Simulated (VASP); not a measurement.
Input of a VASP 6.6.1 run:

INCAR

```
SYSTEM = Ta
PREC = Accurate
ENCUT = 520
EDIFF = 1E-6
ISMEAR = 0
SIGMA = 0.15
LREAL = .FALSE.
LASPH = .TRUE.
NELM = 60
ALGO = Fast
ISIF = 2
LWAVE = .FALSE.
LCHARG = .TRUE.
GGA = PS
LELF = .TRUE.
LVHAR = .TRUE.
NBANDS = 12
```

KPOINTS

```
regular mesh
0
G
  26 26 26
  0 0 0
```

Contents of POSCAR:

```
Ta
1.0
   -1.6402597622      1.5746493717      1.6402597622
    1.6402597622     -1.5746493717      1.6402597622
    1.6402597622      1.5746493717     -1.6402597622
Ta
1
Direct
    0.0000000000      0.0000000000      0.0000000000
```

Potentials or basis: VASP PAW PBE potentials, release 64 (Ta_pv).

Run with:

```console
$ cat potpaw_PBE.64/Ta_pv/POTCAR > POTCAR
$ mpirun -np 1 vasp_std > vasp.out
```

(1) What does it give for the pressure?

(2) What does it give for the band gap on the k mesh?

Results:

(1) 9.8 GPa.

(2) zero (an odd number of electrons rules out a gap without spin polarisation).

Caveat: the cell differs from its parent crystal (strain -0.0400 x Voigt [0, 1, 0, 0, 0, 0]); the stress differs along the axes, from 8 to 13 GPa; the PAW data sets were made with another functional, which shifts forces and pressure a little; spin-orbit coupling is left out, which moves the levels of the heavy elements.
